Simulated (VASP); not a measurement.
Si3Ni7, 20 atoms in the cell. The cell holds an amorphous packing of atoms, 20 atoms: a = 6.320 Å, b = 6.282 Å, c = 6.318 Å, α = 88.06°, β = 91.77°, γ = 89.07°. 

| Quantity | Value |
| --- | --- |
| Program | VASP 6.6.1 |
| Task | single point |
| Functional | PBE |
| Potentials or basis | VASP PAW PBE potentials, release 64 (Ni, Si) |
| Cutoff | 520 eV |
| k mesh | 1 × 1 × 1, shifted |
| Occupations | fermi-dirac, width 0.05 eV |
| Spin | no spin polarisation |
| Dipole correction | no |
| Further INCAR settings | LREAL = Auto; ALGO = Normal; EDIFF = 1e-07; NBANDS = 98; ISYM = 0 |

Potentials or basis: VASP PAW PBE potentials, release 64 (Ni, Si).

Run with:

```sh
$ cat potpaw_PBE.64/Ni/POTCAR potpaw_PBE.64/Si/POTCAR > POTCAR
$ mpirun -np 1 vasp_std > vasp.out
```

Hardware: 1 thread of Intel(R) Xeon(R) Platinum 8488C (Sapphire Rapids), on a shared host.

Q: How long does it take, and how much memory?

A: Run time: 110 s on 1 thread of Intel(R) Xeon(R) Platinum 8488C (Sapphire Rapids), on a shared host, peak memory 0.32 GiB. Counts: scf iterations 28, k points 1.
